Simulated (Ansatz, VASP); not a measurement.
## One calculation of CsAs3, two programs

File INCAR:

```
PREC = Accurate
ENCUT = 520
EDIFF = 1E-7
ISMEAR = 0
SIGMA = 0.1
LREAL = False
LASPH = True
NELM = 100
ALGO = Normal
ISIF = 2
LWAVE = False
LCHARG = False
GGA = PE
NBANDS = 20
```

Contents of KPOINTS:

```
regular mesh
0
Gamma
  4 4 4
```

POSCAR

```
CsAs3
1.0
    4.6456805500      0.0000000000      0.0000000000
    0.0000000000      4.6456805500      0.0000000000
    0.0000000000      0.0000000000      5.6888193500
Cs As
1 3
Direct
    0.5000000000      0.5000000000      0.5000000000
    0.0000000000      0.0000000000      0.6978068800
    0.0000000000      0.0000000000      0.3021931200
    0.0000000000      0.0000000000      0.0000000000
```

Input for Ansatz:

```yaml
crystal:
  lattice:
    - [4.64568055, 0.0, 0.0]
    - [0.0, 4.64568055, 0.0]
    - [0.0, 0.0, 5.68881935]
  atoms:
    - { symbol: Cs, position: [0.5, 0.5, 0.5] }
    - { symbol: As, position: [0.0, 0.0, 0.69780688] }
    - { symbol: As, position: [0.0, 0.0, 0.30219312] }
    - { symbol: As, position: [0.0, 0.0, 0.0] }
basis:
  ecutwfc: 420
kpoints:
  mp_grid: { grid: [4, 4, 4] }
hamiltonian:
  xc: pbe
scf:
  occupations: { method: gaussian, width: 0.1 }
  lower_state_search: "off"
output:
  forces: true
  stress: true
  eigenvalues: true
```

Alike in both runs: task single point; functional PBE; k mesh 4 × 4 × 4; occupations gaussian, width 0.1 eV; no spin polarisation.

|  | VASP | Ansatz |
| --- | --- | --- |
| version | VASP 6.6.1 | Ansatz 0.2.0 |
| potentials or method | VASP PAW PBE potentials, release 64 (Cs_sv, As), cutoff 520 eV | scalar-relativistic, plane waves, PAW |
| valence electrons in the cell | 24 | 54 |

VASP gave:

* gap on the k mesh at the Fermi level (eV): none
* rms of the force components (eV/Å): 9.659

**Question.** Estimate Ansatz's values.

**Answer.** gap on the k mesh at the Fermi level (eV): none; rms of the force components (eV/Å): 9.227.

Atom by atom the forces differ by 0.432 eV/Å (rms over components). A gap of «none» marks a metal or a gap that the smearing closes. With one functional, cell and mesh, what is left measures potentials, basis and numerics. VASP's potentials hold 24 valence electrons a cell and Ansatz's 54, so a difference there can come from the potentials and not from the codes.

Neither program's run includes spin-orbit coupling.
